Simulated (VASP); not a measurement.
# O (C2/m) in VASP: further runs

O is run at these levels: PBE; tasks: single point.

Program: VASP 6.6.1. These are calculated values, not measurements. Logs are shortened: lines on timing, memory, paths and dates and some standing lists are left out, and cuts for length are marked.

## Step 1: The cell of the first run

It takes space group C2/m (No. 12, monoclinic). The conventional cell has a = 5.403 Å, b = 3.429 Å, c = 4.232 Å, α = 90.00°, β = 117.67°, γ = 90.00°. O (site symmetry m) has 1 O at 1.15 Å within 1.5 Å.

## Step 2: Single point, PBE

Contents of INCAR:

```
  PREC = Accurate
  ENCUT = 600
  EDIFF = 1E-6
  ISMEAR = -1
  SIGMA = 0.01
  LREAL = F
  LASPH = T
  NELM = 120
  ALGO = Normal
  ISIF = 2
  LWAVE = F
  LCHARG = F
  GGA = PE
  NBANDS = 13
  GGA_COMPAT = F
```

Contents of KPOINTS:

```
Automatic mesh
0
Gamma
  3 3 2
```

Contents of POSCAR:

```
O
1.0
    2.7015000000     -1.7145000000      0.0000000000
    2.7015000000      1.7145000000      0.0000000000
   -1.9649900000      0.0000000000      3.7479900000
O
2
Direct
    0.0640000000      0.0640000000      0.1530000000
    0.9360000000      0.9360000000      0.8470000000
```

Potentials or basis: VASP PAW PBE potentials, release 64 (O).

The run is started by

```console
$ cat potpaw_PBE.64/O/POTCAR > POTCAR
$ mpirun -np 1 vasp_std > vasp.out
```

OUTCAR:

```text
PREC = Accurate
   ENCUT = 600
   EDIFF = 1E-6
   ISMEAR = -1
   LREAL = F
   LASPH = T
   NELM = 120
   ISIF = 2
   GGA = PE

 ion  position               nearest neighbor table
   1  0.064  0.064  0.153-   2 1.15
   2  0.936  0.936  0.847-   1 1.15

  LATTYP: Found a base centered monoclinic cell.
 ALAT       =     5.4030000000
 B/A-ratio  =     0.6346474181
 C/A-ratio  =     0.7832421112
 COS(beta)  =    -0.4643327837

  Lattice vectors:

 A1 = (   2.7015000000,  -1.7145000000,   0.0000000000)
 A2 = (   2.7015000000,   1.7145000000,   0.0000000000)
 A3 = (  -1.9649900000,   0.0000000000,   3.7479900000)

Analysis of symmetry for initial positions (statically):
=====================================================================
 Subroutine PRICEL returns:
 Original cell was already a primitive cell.

 Routine SETGRP: Setting up the symmetry group for a
 base centered monoclinic supercell.

 Subroutine GETGRP returns: Found  4 space group operations
 (whereof  4 operations were pure point group operations)
 out of a pool of  4 trial point group operations.

The static configuration has the point symmetry C_2h.

Analysis of symmetry for dynamics (positions and initial velocities):
=====================================================================
 Subroutine PRICEL returns:
 Original cell was already a primitive cell.

 Routine SETGRP: Setting up the symmetry group for a
 base centered monoclinic supercell.

 Subroutine GETGRP returns: Found  4 space group operations
 (whereof  4 operations were pure point group operations)
 out of a pool of  4 trial point group operations.

The dynamic configuration has the point symmetry C_2h.

 Subroutine INISYM returns: Found  4 space group operations
 (whereof  4 operations are pure point group operations),
 and found     1 'primitive' translations

----------------------------------------------------------------------------------------

                                     Primitive cell

  volume of cell :      34.7193

  direct lattice vectors                    reciprocal lattice vectors
     2.701500000 -1.714500000  0.000000000     0.185082362 -0.291630213  0.097034675
     2.701500000  1.714500000  0.000000000     0.185082362  0.291630213  0.097034675
    -1.964990000  0.000000000  3.747990000     0.000000000  0.000000000  0.266809677

  length of vectors
     3.199626931  3.199626931  4.231857127     0.358774845  0.358774845  0.266809677

  position of ions in fractional coordinates (direct lattice)
     0.064000000  0.064000000  0.153000000
     0.936000000  0.936000000  0.847000000

  ion indices of the primitive-cell ions
   primitive index   ion index
                 1           1
                 2           2

----------------------------------------------------------------------------------------

 KPOINTS: Automatic mesh

Automatic generation of k-mesh.
 Grid dimensions read from file:
 generate k-points for:    3    3    2

 Generating k-lattice:

  Cartesian coordinates                     Fractional coordinates (reciprocal lattice)
     0.061694121 -0.097210071  0.032344892     0.333333333  0.000000000  0.000000000
     0.061694121  0.097210071  0.032344892     0.000000000  0.333333333  0.000000000
     0.000000000  0.000000000  0.133404838     0.000000000  0.000000000  0.500000000

  Length of vectors
     0.119591615  0.119591615  0.133404838

  Shift w.r.t. Gamma in fractional coordinates (k-lattice)
     0.000000000  0.000000000  0.000000000

 Subroutine IBZKPT returns following result:
 ===========================================

 Found      8 irreducible k-points:

 Following reciprocal coordinates:
            Coordinates               Weight
  0.000000  0.000000  0.000000      1.000000
  0.333333 -0.000000 -0.000000      4.000000
  0.333333  0.333333  0.000000      2.000000
 -0.333333  0.333333  0.000000      2.000000
  0.000000  0.000000  0.500000      1.000000
  0.333333 -0.000000  0.500000      4.000000
  0.333333  0.333333  0.500000      2.000000
 -0.333333  0.333333  0.500000      2.000000
   k-points           NKPTS =      8   k-points in BZ     NKDIM =      8   number of bands    NBANDS=     13
   number of dos      NEDOS =    301   number of ions     NIONS =      2
   total plane-waves  NPLWV =  28224
   dimension x,y,z NGX =    28 NGY =   28 NGZ =   36
   dimension x,y,z NGXF=    56 NGYF=   56 NGZF=   72
   ions per type =               2
   NGX,Y,Z   is equivalent  to a cutoff of  14.55, 14.55, 14.14 a.u.
   NGXF,Y,Z  is equivalent  to a cutoff of  29.10, 29.10, 28.28 a.u.
 SYSTEM =  unknown system
   PREC   = accura    normal or accurate (medium, high low for compatibility)
   ISTART =      0    job   : 0-new  1-cont  2-samecut
   ICHARG =      2    charge: 1-file 2-atom 10-const
   ISPIN  =      1    spin polarized calculation?
   LNONCOLLINEAR =      F non collinear calculations
   LSORBIT =      F    spin-orbit coupling
   LASPH  =      T    aspherical Exc in radial PAW
   ENCUT  =  600.0 eV  44.10 Ry    6.64 a.u.   6.39  6.39  8.45*2*pi/ulx,y,z
   NELM   =    120;   NELMIN=  2; NELMDL= -5     # of ELM steps
   EDIFF  = 0.1E-05   stopping-criterion for ELM
   LREAL  =      F    real-space projection
   EDIFFG = 0.1E-04   stopping-criterion for IOM
   NSW    =      0    number of steps for IOM
   IBRION =     -1    ionic relax: 0-MD 1-quasi-New 2-CG
   NFREE  =      0    steps in history (QN), initial steepest desc. (CG)
   ISIF   =      2    stress and relaxation
   ISYM   =      2    0-nonsym 1-usesym 2-fastsym
   POTIM  = 0.5000    time-step for ionic-motion
   TEBEG  =    0.0;   TEEND  =   0.0 temperature during run
   PSTRESS=    0.0 pullay stress
   NELECT =      12.0000    total number of electrons
   NUPDOWN=      -1.0000    fix difference up-down
   EMIN   =  10.00;   EMAX   =-10.00  energy-range for DOS
   EFERMI =   0.00;   METHOD = LEGACY
   ISMEAR =    -1;   SIGMA  =   0.01  broadening in eV -4-tet -1-fermi 0-gaus
   EFERMI_NEDOS =   21; number of points for ismear=-14 and -15
   IALGO  =     38    algorithm
   IMIX   =      4    mixing-type and parameters
     AMIX     =   0.40;   BMIX     =  1.00
     AMIX_MAG =   1.60;   BMIX_MAG =  1.00
  volume/ion in A,a.u.               =      17.36       117.15
  Fermi-wavevector in a.u.,A,eV,Ry     =   1.148890  2.171086 17.958972  1.319947
  Thomas-Fermi vector in A             =   2.285562
   LORBIT       =      0    0 simple, 1 ext, 2 COOP (PROOUT), +10 PAW based schemes
   GGA     = PE    functional components
   LHFCALC =     F    Hartree Fock is set to
   AEXX    =    0.0000 exact exchange contribution
   IVDW    =     0    specifies the selected vdW correction
   LEPSILON=     F    determine dielectric tensor
   LRPA    =     F    only Hartree local field effects (RPA)
 non-spin polarized calculation
  energy-cutoff  :      600.00
  volume of cell :       34.72
 maximum number of plane-waves:      1185
 NGX is ok and might be reduce to    28
   NGX = 13   NGY = 13   NGZ = 17

 number of electron      11.9999998 magnetization

 Free energy of the ion-electron system (eV)
  ---------------------------------------------------
  ext. energy  EPLUGINS =         0.00000000
  ---------------------------------------------------
  free energy    TOTEN  =        -8.91519379 eV

  energy without entropy =       -8.91337295  energy(sigma->0) =       -8.91428337

 E-fermi :  -1.4289     XC(G=0):  -7.3871

 val. band max:       -1.4470178029   @ k =  -0.3333   0.3333   0.0000
 cond. band min:      -1.4107793230   @ k =  -0.3333   0.3333   0.5000
 fundamental gap:      0.0362384799
 Fermi energy:        -1.4288595640

 k-point     1 :       0.0000    0.0000    0.0000
  band No.  band energies     occupation
      1     -30.1874      2.00000
      2     -15.2313      2.00000
      3      -9.9414      2.00000
      4      -9.0386      2.00000
      5      -8.9643      2.00000
      6      -1.1499      0.00000
      7      -1.0223      0.00000
      8       4.7178      0.00000
      9      11.0288      0.00000
     10      11.0535      0.00000
     11      14.0516      0.00000
     12      15.7902      0.00000
     13      17.2308      0.00000

 k-point     2 :       0.3333   -0.0000   -0.0000
  band No.  band energies     occupation
      1     -30.1263      2.00000
      2     -15.2225      2.00000
      3      -9.8882      2.00000
      4      -9.3205      2.00000
      5      -9.0787      2.00000
      6      -1.6113      2.00000
      7      -1.1822      0.00000
      8       6.4448      0.00000
      9      10.1670      0.00000
     10      11.6697      0.00000
     11      12.1105      0.00000
     12      14.8134      0.00000
     13      16.8221      0.00000

 k-point     3 :       0.3333    0.3333    0.0000
  band No.  band energies     occupation
      1     -30.1025      2.00000
      2     -15.2998      2.00000
      3      -9.7802      2.00000
      4      -9.3029      2.00000
      5      -9.0953      2.00000
      6      -1.8192      2.00000
      7      -1.1304      0.00000
      8       6.6613      0.00000
      9       9.8272      0.00000
     10      11.1834      0.00000
     11      12.2508      0.00000
     12      15.0080      0.00000
     13      15.6134      0.00000

 k-point     4 :      -0.3333    0.3333    0.0000
  band No.  band energies     occupation
      1     -30.0840      2.00000
      2     -15.2411      2.00000
      3      -9.7173      2.00000
      4      -9.6280      2.00000
      5      -9.0734      2.00000
      6      -1.8024      2.00000
      7      -1.4470      1.72013
      8       8.4219      0.00000
      9       9.1884      0.00000
     10      11.5371      0.00000
     11      11.6388      0.00000
     12      14.9928      0.00000
     13      15.1311      0.00000

 k-point     5 :       0.0000    0.0000    0.5000
  band No.  band energies     occupation
      1     -30.1700      2.00000
      2     -15.6551      2.00000
      3      -9.0966      2.00000
      4      -9.0839      2.00000
      5      -8.9889      2.00000
      6      -0.9510      0.00000
      7      -0.9496      0.00000
      8       5.4992      0.00000
      9       5.7018      0.00000
     10      11.9128      0.00000
     11      14.6974      0.00000
     12      17.0958      0.00000
     13      18.4965      0.00000

 k-point     6 :       0.3333   -0.0000    0.5000
  band No.  band energies     occupation
      1     -30.1186      2.00000
      2     -15.3985      2.00000
      3      -9.7354      2.00000
      4      -9.1478      2.00000
      5      -9.1003      2.00000
      6      -1.7093      2.00000
      7      -1.0046      0.00000
      8       6.9485      0.00000
      9       8.6055      0.00000
     10      10.3567      0.00000
     11      12.2700      0.00000
     12      15.1917      0.00000
     13      17.3640      0.00000

 k-point     7 :       0.3333    0.3333    0.5000
  band No.  band energies     occupation
      1     -30.1037      2.00000
      2     -15.2484      2.00000
      3      -9.8384      2.00000
      4      -9.2479      2.00000
      5      -9.2405      2.00000
      6      -1.4983      1.99807
      7      -1.3233      0.00005
      8       6.9388      0.00000
      9      10.0394      0.00000
     10      10.4661      0.00000
     11      11.7400      0.00000
     12      16.7197      0.00000
     13      16.9587      0.00000

 k-point     8 :      -0.3333    0.3333    0.5000
  band No.  band energies     occupation
      1     -30.0849      2.00000
      2     -15.1988      2.00000
      3      -9.7306      2.00000
      4      -9.6059      2.00000
      5      -9.2113      2.00000
      6      -1.7003      2.00000
      7      -1.4108      0.28175
      8       8.7935      0.00000
      9       9.4623      0.00000
     10       9.5479      0.00000
     11      13.2541      0.00000
     12      14.7448      0.00000
     13      16.1039      0.00000

------------------------ aborting loop because EDIFF is reached ----------------------------------------

  FORCE on cell =-STRESS in cart. coord.  units (eV):
  Direction    XX          YY          ZZ          XY          YZ          ZX
  --------------------------------------------------------------------------------------
  -------------------------------------------------------------------------------------
  Total       -1.0941105     -1.0371488      9.0552241      0.0000000      0.0000000      0.4832400
  in kB      -50.4894809    -47.8608907    417.8677964      0.0000000      0.0000000     22.2998806
  external PRESSURE =     106.5058083 kB  Pullay stress =       0.0000000 kB

 VOLUME and BASIS-vectors are now :
 -----------------------------------------------------------------------------
  energy-cutoff  :      600.00
  volume of cell :       34.72
      direct lattice vectors                 reciprocal lattice vectors
     2.701500000 -1.714500000  0.000000000     0.185082362 -0.291630213  0.097034675
     2.701500000  1.714500000  0.000000000     0.185082362  0.291630213  0.097034675
    -1.964990000  0.000000000  3.747990000     0.000000000  0.000000000  0.266809677

 POSITION                                       TOTAL-FORCE (eV/Angst)
 -----------------------------------------------------------------------------------
      0.04515      0.00000      0.57344         0.470120      0.000000      7.881866
      3.39286      0.00000      3.17455        -0.470120      0.000000     -7.881866
 -----------------------------------------------------------------------------------
    total drift:                               -0.000000     -0.000000      0.000000

  FREE ENERGIE OF THE ION-ELECTRON SYSTEM (eV)
  ---------------------------------------------------
  free  energy   TOTEN  =        -8.9151937935 eV

  energy  without entropy=       -8.9133729489  energy(sigma->0) =       -8.91428337
```

Run time: 3.8 s. Hardware: 1 thread of Intel Xeon 6975P-C (Granite Rapids), shared host; peak memory 0.15 GiB.

What came out:

```yaml
Free_energy: -8.9152 eV
Pressure: 10.7 GPa
Largest_force: 7.896 eV/Å
Band_gap_on_the_k_mesh: zero (band 6 reaches -0.95 eV, above the bottom of band 7 at -1.45 eV)
```

Forces in eV/Å, atoms in the order of the input:
```
O    0.470  0.000  7.882
O   -0.470  0.000 -7.882
```

Stress tensor (GPa, compression positive):
```
-5.05  0.00  2.23
 0.00 -4.79  0.00
 2.23  0.00 41.79
```

Caveat: the k points lie up to 0.84 Å⁻¹ apart; the standard files for N, O and F lose accuracy on very short bonds; spin is off for a triplet molecule; forces of over 1 eV/Å act on the atoms, so gaps and moduli don't describe the material at rest.

## Step 3: Single point, PBE

Contents of INCAR:

```
SYSTEM = O
ALGO     = Normal         ! electronic algorithm
EDIFF    = 1E-6           ! SCF threshold, eV
ENCUT    = 600            ! plane-wave cutoff, eV
GGA      = PE             ! functional
GGA_COMPAT= .FALSE.      
ISIF     = 2              ! what is computed and relaxed
ISMEAR   = -1             ! smearing method
LASPH    = .TRUE.         ! aspherical terms in the spheres
LCHARG   = .FALSE.        ! write CHGCAR
LREAL    = .FALSE.        ! projectors in reciprocal space
LWAVE    = .FALSE.        ! write WAVECAR
NBANDS   = 13             ! bands
NELM     = 120            ! most SCF steps
PREC     = Accurate       ! precision mode
SIGMA    = 0.01           ! smearing width, eV
```

Contents of KPOINTS:

```
k-points
0
G
  6 6 4
  0 0 0
```

POSCAR is that of step 2.

Potentials or basis: VASP PAW PBE potentials, release 64 (O).

The run is started by

```console
$ cat potpaw_PBE.64/O/POTCAR > POTCAR
$ mpirun -np 1 vasp_std > vasp.out
```

Run time: 12 s. Hardware: 1 thread of Intel Xeon 6975P-C (Granite Rapids), shared host; peak memory 0.16 GiB.

Results (log left out):

```
Free energy            : -8.8923 eV
Pressure               : 10.9 GPa
Largest force          : 7.957 eV/Å
Band gap on the k mesh : zero (band 6 reaches -0.94 eV, above the bottom of band 7 at -1.49 eV)
```

Forces on the atoms (eV/Å):
```
O    0.391  0.000  7.948
O   -0.391  0.000 -7.948
```

Stress tensor (GPa, compression positive):
```
-5.20  0.00  2.12
 0.00 -3.73  0.00
 2.12  0.00 41.66
```

Levels at points of the mesh, in eV from the Fermi level:
```tsv
k point	band 4	band 5	band 6	band 7	band 8	band 9
(0.00, 0.00, 0.00)	-7.72	-7.65	0.17	0.29	6.03	12.35
(0.50, 0.00, 0.00)	-8.02	-7.79	-0.45	0.10	8.80	10.45
(0.50, 0.50, 0.00)	-8.07	-7.66	-0.81	0.20	9.75	9.90
(0.00, 0.00, 0.50)	-7.77	-7.68	0.36	0.37	6.81	7.01
(0.50, 0.00, 0.50)	-7.85	-7.85	-0.61	0.29	9.34	10.21
(0.50, 0.50, 0.50)	-8.06	-7.97	-0.29	-0.13	9.53	10.11
```

Caveat: the k points lie up to 0.42 Å⁻¹ apart; the standard files for N, O and F lose accuracy on very short bonds; spin is off for a triplet molecule; forces of over 1 eV/Å act on the atoms, so gaps and moduli don't describe the material at rest.
